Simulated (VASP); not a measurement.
Write the native input for VASP 6.6.1 that does the following.

```
Task                   : single point
Functional             : PBE
Potentials or basis    : VASP PAW PBE potentials, release 64 (Li_sv, S, F)
Cutoff                 : 520 eV
k mesh                 : 6 × 6 × 6
Occupations            : gaussian, width 0.02 eV
Spin                   : no spin polarisation
Dipole correction      : no
Further INCAR settings : ALGO = Normal; EDIFF = 1e-07; NBANDS = 33
```

The structure of Li3SF lies in POSCAR:

```
Li3SF
1.0
    5.4165105478      0.0000000000      0.0000000000
   -2.7082552739      4.6908357343      0.0000000000
    0.0000000000      0.0000000000      4.7520068026
Li S F
6 2 2
Direct
    0.8365986125      0.6731972251      0.7500000000
    0.3268027749      0.1634013875      0.7500000000
    0.8365986125      0.1634013875      0.7500000000
    0.1634013875      0.3268027749      0.2500000000
    0.6731972251      0.8365986125      0.2500000000
    0.1634013875      0.8365986125      0.2500000000
    0.3333333333      0.6666666667      0.7500000000
    0.6666666667      0.3333333333      0.2500000000
    0.0000000000      0.0000000000      0.0000000000
    0.0000000000      0.0000000000      0.5000000000
```

One way to write it, as run:

INCAR

```
SYSTEM = Li3SF
ALGO     = Normal         ! electronic algorithm
EDIFF    = 1E-7           ! SCF threshold, eV
ENCUT    = 520            ! plane-wave cutoff, eV
GGA      = PE             ! functional
ISIF     = 2              ! what is computed and relaxed
ISMEAR   = 0              ! smearing method
LASPH    = .TRUE.         ! aspherical terms in the spheres
LCHARG   = .FALSE.        ! write CHGCAR
LREAL    = .FALSE.        ! projectors in reciprocal space
LWAVE    = .FALSE.        ! write WAVECAR
NBANDS   = 33             ! bands
NELM     = 80             ! most SCF steps
PREC     = Accurate       ! precision mode
SIGMA    = 0.02           ! smearing width, eV
```

KPOINTS

```
k-points
0
G
  6 6 6
  0 0 0
```

Potentials or basis: VASP PAW PBE potentials, release 64 (Li_sv, S, F).

Launch:

```bash
$ cat potpaw_PBE.64/Li_sv/POTCAR potpaw_PBE.64/S/POTCAR potpaw_PBE.64/F/POTCAR > POTCAR
$ mpirun -np 1 vasp_std > vasp.out
```

It gave:

The largest force is 0.011 eV/Å and the band gap on the k mesh is 3.59 eV (least direct gap 3.59 eV).

It took 68 s on 1 thread of AMD EPYC 9R45 (Zen 5), with other jobs on the host, peak memory 0.23 GiB.
